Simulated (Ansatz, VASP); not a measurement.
NaI in VASP and in Ansatz

Contents of INCAR:

```
SYSTEM = NaI
PREC = Accurate ; ENCUT = 500
EDIFF = 1E-6 ; ISMEAR = 0
SIGMA = 0.05 ; LREAL = .False.
LASPH = .True. ; NELM = 120
ALGO = Normal ; ISIF = 2
LWAVE = .False. ; LCHARG = .False.
NBANDS = 14 ; GGA_COMPAT = .False.
```

KPOINTS

```
Automatic mesh
0
Gamma
  6 6 6
  0 0 0
```

Contents of POSCAR:

```
NaI
1.0
    0.0000000000      3.2364000000      3.2364000000
    3.2364000000      0.0000000000      3.2364000000
    3.2364000000      3.2364000000      0.0000000000
Na I
1 1
Direct
    0.0000000000      0.0000000000      0.0000000000
    0.5000000000      0.5000000000      0.5000000000
```

Input for Ansatz:

```yaml
crystal:
  lattice:
    - [0.0, 3.2364, 3.2364]
    - [3.2364, 0.0, 3.2364]
    - [3.2364, 3.2364, 0.0]
  atoms:
    - { symbol: Na, position: [0.0, 0.0, 0.0] }
    - { symbol: I, position: [0.5, 0.5, 0.5] }
basis:
  ecutwfc: 420
kpoints:
  mp_grid: { grid: [6, 6, 6] }
hamiltonian:
  xc: lda
scf:
  occupations: { method: gaussian, width: 0.05 }
output:
  forces: true
  stress: true
  eigenvalues: true
  write_density: true
  write_potential: true
  elf: true
  volumetric_format: npy
```

Alike in both runs: task single point; functional LDA; k mesh 6 × 6 × 6; occupations gaussian, width 0.05 eV; no spin polarisation.

```csv
,VASP,Ansatz
version,VASP 6.6.1,Ansatz 0.2.0
potentials or method,"VASP PAW LDA potentials, release 64 (Na_pv, I), cutoff 500 eV","scalar-relativistic, plane waves, PAW"
valence electrons in the cell,14,26
```

VASP gave:

| Item | Value |
| --- | --- |
| gap on the k mesh at the Fermi level (eV) | 3.35 |
| least direct gap on the mesh (eV) | 3.35 |
| pressure (GPa) | -1.6 |

Task: Estimate Ansatz's values.

Result: gap on the k mesh at the Fermi level (eV): 3.33; least direct gap on the mesh (eV): 3.33; pressure (GPa): -1.6.

LDA's correlation is that of Perdew and Zunger in VASP and of Perdew and Wang (1992) in Ansatz. VASP's potentials hold 14 valence electrons a cell and Ansatz's 26, so a difference there can come from the potentials and not from the codes.

Neither program's run includes spin-orbit coupling.
